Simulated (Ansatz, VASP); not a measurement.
## One calculation of Ti, two programs

```
CELL_PARAMETERS angstrom
5.20809 0.00000 0.00000
0.00000 5.20809 0.00000
0.00000 0.00000 5.20809
ATOMIC_POSITIONS crystal
Ti 0.00000 0.00000 0.00000
Ti 0.50000 0.50000 0.50000
Ti 0.25000 0.00000 0.50000
Ti 0.75000 0.00000 0.50000
Ti 0.50000 0.25000 0.00000
Ti 0.50000 0.75000 0.00000
Ti 0.00000 0.50000 0.25000
Ti 0.00000 0.50000 0.75000
```

Alike in both runs: task relaxation of cell and atoms; functional BLYP; k mesh 5 × 5 × 5; occupations fermi-dirac, width 0.1 eV; no spin polarisation.

```csv
,VASP,Ansatz
version,VASP 6.6.1,Ansatz 0.2.0
potentials or method,"VASP PAW PBE potentials, release 64 (Ti_sv), cutoff 600 eV","plane waves (420 eV) with PAW, scalar-relativistic"
valence electrons in the cell,96,96
```

Ansatz gave:

| Quantity | Value |
| --- | --- |
| relaxed volume (Å³/atom) | 17.93 |
| relaxed cell length with the largest relative difference (Å) | 5.234 |

Problem. What did VASP give for the same quantities?

Solution. Relaxed volume (Å³/atom): 17.92; relaxed cell length with the largest relative difference (Å): 5.234.

VASP's potentials were made for PBE, not for BLYP.
